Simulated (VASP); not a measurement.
**CO2: single point with LDA**

CO2:

```
CELL_PARAMETERS angstrom
3.51610 0.00000 0.00000
0.00000 3.51610 0.00000
0.00000 0.00000 4.10430
ATOMIC_POSITIONS crystal
C 0.00000 0.00000 0.00000
C 0.50000 0.50000 0.50000
O 0.23000 0.23000 0.00000
O 0.27000 0.73000 0.50000
O 0.77000 0.77000 0.00000
O 0.73000 0.27000 0.50000
```

| Item | Value |
| --- | --- |
| Program | VASP 6.6.1 |
| Task | single point |
| Functional | LDA |
| Potentials or basis | VASP PAW LDA potentials, release 64 (C, O) |
| Cutoff | 520 eV |
| k mesh | 5 × 5 × 4 |
| Occupations | gaussian, width 0.01 eV |
| Spin | no spin polarisation |
| Dipole correction | no |
| Further INCAR settings | ALGO = Normal; EDIFF = 1e-06; NBANDS = 25 |

* Pressure: 27.5 GPa
* Largest force: 2.094 eV/Å
* Band gap on the k mesh: 5.88 eV (least direct gap 6.68 eV)

Forces on the atoms (eV/Å):
```
C    0.000  0.000  0.000
C    0.000  0.000  0.000
O    1.481  1.481  0.000
O   -1.481  1.481  0.000
O   -1.481 -1.481  0.000
O    1.481 -1.481  0.000
```

Stress tensor (GPa, compression positive):
```
33.30  0.00  0.00
 0.00 33.30  0.00
 0.00  0.00 15.97
```

Levels at points of the mesh, in eV from the valence-band top:
```
           k point  band 14  band 15  band 16  band 17  band 18  band 19
(0.00, 0.00, 0.00)    -1.80    -1.29    -1.29     5.88     6.55     6.55
(0.00, 0.00, 0.50)    -2.88    -1.18    -1.18     7.10     7.10     7.38
```

Run time: 23 s on 1 thread of AMD EPYC 7R13, on a shared host, peak memory 0.12 GiB.

Caveat: the cell stands under pressure; an odd mesh through Γ misses points on the zone boundary, where band edges can lie; forces of over 1 eV/Å act on the atoms, so gaps and moduli don't describe the material at rest.
